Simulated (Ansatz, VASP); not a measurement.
# ScAlN2: VASP beside Ansatz

```
Sc Al N
1.0
     2.19750    1.26873    2.61304
    -2.19750    1.26873    2.61304
     0.00000   -2.53746    2.61304
Sc Al N
1 1 2
Direct
  0.50000 0.50000 0.50000
  0.00000 0.00000 0.00000
  0.23480 0.23480 0.23480
  0.76520 0.76520 0.76520
```

Alike in both runs: task relaxation of cell and atoms; functional PBE; k mesh 12 × 12 × 12; occupations gaussian, width 0.02 eV; no spin polarisation.

|  | VASP | Ansatz |
| --- | --- | --- |
| version | VASP 6.6.1 | Ansatz 0.2.0 |
| potentials or method | VASP PAW PBE potentials, release 64 (Sc_sv, Al, N), cutoff 600 eV | scalar-relativistic, plane waves, PAW |
| valence electrons in the cell | 24 | 24 |

|  | VASP | Ansatz | Ansatz less VASP |
| --- | --- | --- | --- |
| gap on the k mesh at the Fermi level, each at its own relaxed structure (eV) | 0.70 | 0.73 | +0.026 |
| relaxed volume (Å³/atom) | 10.94 | 10.93 | -0.013 |
| relaxed cell length with the largest relative difference (Å) | 3.645 | 3.643 | -0.0022 |
